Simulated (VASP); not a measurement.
Runs of VASP 6.6.1 on ZrAl3B3N. The structure is that of space group Pm-3m (No. 221), or close to it. The cells are those of the table. 

```csv
cell,gap on the mesh (eV),pressure (GPa)
"a = 4.548 Å, 8 atoms",none,0.2
"a = 4.553 Å, 8 atoms",none,-0.3
"a = 4.552 Å, 8 atoms",none,(a)
"a = 4.843 Å, 8 atoms",none,0.7
"a = 4.850 Å, 8 atoms",none,(b)
```

Alike in all rows: task single point; level PBE; potentials or basis VASP PAW PBE potentials, release 64 (Zr_sv, Al, B, N); no spin polarisation; k mesh 3 × 3 × 3; cutoff (eV) 520; smearing gaussian 0.15 eV.

Task: Estimate the missing entries.

Result: (a) -0.2; (b) 0.4.

Caveats: all runs use coarse meshes.

A k mesh can miss the band edges, and the runs leave out spin-orbit coupling on Zr.

A gap of «none» marks levels without a gap at the run's occupations.
